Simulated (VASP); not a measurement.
Crystal: SiC.

```
Si C
1.0
     3.22047    0.00000    0.00000
    -1.61024    2.78901    0.00000
     0.00000    0.00000    4.87869
Si C
2 2
Direct
  0.33333 0.66667 0.00460
  0.66667 0.33333 0.50460
  0.33333 0.66667 0.38040
  0.66667 0.33333 0.88040
```

* Program: VASP 6.6.1
* Task: relaxation of the atoms
* Functional: LDA
* Potentials or basis: VASP PAW LDA potentials, release 64 (Si, C)
* Cutoff: 520 eV
* k mesh: 12 × 12 × 6
* Occupations: gaussian, width 0.05 eV
* Spin: no spin polarisation

At the start: pressure -13.3 GPa; volume 10.95 Å³/atom.

Problem. How do energy, volume and symmetry change on relaxing?

Solution. Over 3 steps the energy falls by 8.0 meV/atom at a fixed cell; space group P6_3mc (No. 186, to 0.1 Å) before and after.

The path:
| step | energy change (eV) | largest force (eV/Å) | pressure (GPa) |
| --- | --- | --- | --- |
| 1 | 0.0000 | 0.8002 | -13.32 |
| 2 | -0.0101 | 0.5845 | -15.15 |
| 3 | -0.0318 | 0.0011 | -14.45 |

Final structure:
```
Si C
1.0
     3.22047    0.00000    0.00000
    -1.61024    2.78901    0.00000
     0.00000    0.00000    4.87869
Si C
2 2
Direct
  0.33333 0.66667 0.00040
  0.66667 0.33333 0.50040
  0.33333 0.66667 0.38460
  0.66667 0.33333 0.88460
```
